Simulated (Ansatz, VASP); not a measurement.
One calculation of BaTiO3, two programs

```xyz
5
Lattice="3.9272 0.0000 0.0000 0.0000 3.9272 0.0000 0.0000 0.0000 4.0073" Properties=species:S:1:pos:R:3 pbc="T T T"
Ba    1.9636    1.9636    2.0036
Ti    0.0000    0.0000    0.0000
O     1.9636    0.0000    0.0000
O     0.0000    1.9636    0.0000
O     0.0000    0.0000    2.0036
```

Change from the starting cell: equal xx and yy strain of -2 %.

Alike in both runs: task single point; functional LDA; k mesh 8 × 8 × 8; occupations fermi-dirac, width 0.05 eV; no spin polarisation.

```csv
,VASP,Ansatz
version,VASP 6.6.1,Ansatz 0.2.0
potentials or method,"VASP PAW LDA potentials, release 64 (Ba_sv, Ti_sv, O), cutoff 520 eV","all-electron LAPW, scalar-relativistic"
```

|  | VASP | Ansatz | Ansatz less VASP |
| --- | --- | --- | --- |
| pressure (GPa) | -0.2 | -2.5 | -2.33 |
| traceless stress, the component that is largest in VASP (GPa) | -2.95 | -2.84 | +0.111 |

LDA's correlation is that of Perdew and Zunger in VASP and of Perdew and Wang (1992) in Ansatz. Ansatz ran all-electron here, and VASP with PAW potentials.

Spin-orbit coupling is off throughout.
